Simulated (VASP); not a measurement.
Set up this calculation in VASP 6.6.1, as the native input.

```
Task                   : single point
Functional             : PBE
Potentials or basis    : VASP PAW PBE potentials, release 64 (Al, Si, N)
Cutoff                 : 520 eV
k mesh                 : 6 × 6 × 2
Occupations            : gaussian, width 0.2 eV
Spin                   : no spin polarisation
Dipole correction      : no
Further INCAR settings : ALGO = Normal; EDIFF = 1e-06; NBANDS = 26
```

The structure of Al3Si2N3 lies in POSCAR:

```
Al3Si2N3
1.0
    3.2365580406      0.0000000000      0.0000000000
   -1.6182790203      2.8029414840      0.0000000000
    0.0000000000      0.0000000000     11.1214363376
Al Si N
3 2 3
Direct
    0.3333333333      0.6666666667      0.5132495837
    0.3333333333      0.6666666667      0.9610214288
    0.6666666667      0.3333333333      0.7371226966
    0.3333333333      0.6666666667      0.1856581445
    0.6666666667      0.3333333333      0.2977139576
    0.6666666667      0.3333333333      0.4632301552
    0.6666666667      0.3333333333      0.9080653983
    0.3333333333      0.6666666667      0.6839386354
```

These files were run (other wordings do the same):

INCAR

```
SYSTEM = Al3Si2N3
PREC = Accurate
ENCUT = 520
EDIFF = 1E-6
ISMEAR = 0
SIGMA = 0.2
LREAL = .FALSE.
LASPH = .TRUE.
NELM = 100
ALGO = Normal
ISIF = 2
LWAVE = .FALSE.
LCHARG = .FALSE.
GGA = PE
NBANDS = 26
```

KPOINTS

```
Automatic mesh
0
G
  6 6 2
  0 0 0
```

Potentials or basis: VASP PAW PBE potentials, release 64 (Al, Si, N).

Launch:

```sh
$ cat potpaw_PBE.64/Al/POTCAR potpaw_PBE.64/Si/POTCAR potpaw_PBE.64/N/POTCAR > POTCAR
$ mpirun -np 1 vasp_std > vasp.out
```

It gave:

```json
{
 "Pressure": "0.0 GPa",
 "Largest force": "0.226 eV/Å",
 "Band gap on the k mesh": "zero (bands 16 and 17 overlap by 1.78 eV)"
}
```

Caveat: the k points lie up to 0.37 Å⁻¹ apart, too coarse for converged energies and pressures of a metal.

It took 23 s on 1 thread of Intel(R) Xeon(R) 6975P-C (Granite Rapids), with other jobs on the host, peak memory 0.21 GiB.
